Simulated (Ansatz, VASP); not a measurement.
## SiC: VASP beside Ansatz

```
Si C
1.0
     4.37973    0.00000    0.00000
     0.00000   -4.37973    0.00000
     0.00000    0.00000   -4.37973
Si C
4 4
Cartesian
  0.0000 0.0000 0.0000
  2.1899 -2.1899 0.0000
  2.1899 0.0000 -2.1899
  0.0000 -2.1899 -2.1899
  3.2848 -3.2848 -3.4048
  1.0949 -1.0949 -3.2848
  1.0949 -3.2848 -1.0949
  3.2848 -1.0949 -1.0949
```

Alike in both runs: task single point; functional PBE; k mesh 6 × 6 × 6; occupations gaussian, width 0.05 eV; no spin polarisation.

|  | VASP | Ansatz |
| --- | --- | --- |
| version | VASP 6.6.1 | Ansatz 0.2.0 |
| potentials or method | VASP PAW PBE potentials, release 64 (Si, C), cutoff 520 eV | scalar-relativistic, plane waves, PAW |
| valence electrons in the cell | 32 | 32 |

Ansatz gave:

- gap on the k mesh at the Fermi level (eV): 1.23
- least direct gap on the mesh (eV): 1.23
- pressure (GPa): 0.5
- traceless stress, the component that is largest in VASP (GPa): -1.78
- rms of the force components (eV/Å): 0.625

Q: Which values does VASP return?

A: gap on the k mesh at the Fermi level (eV): 1.22; least direct gap on the mesh (eV): 1.22; pressure (GPa): 0.5; traceless stress, the component that is largest in VASP (GPa): -1.78; rms of the force components (eV/Å): 0.624.

Atom by atom the forces differ by 0.001 eV/Å (rms over components). With one functional, cell and mesh, what is left measures potentials, basis and numerics.
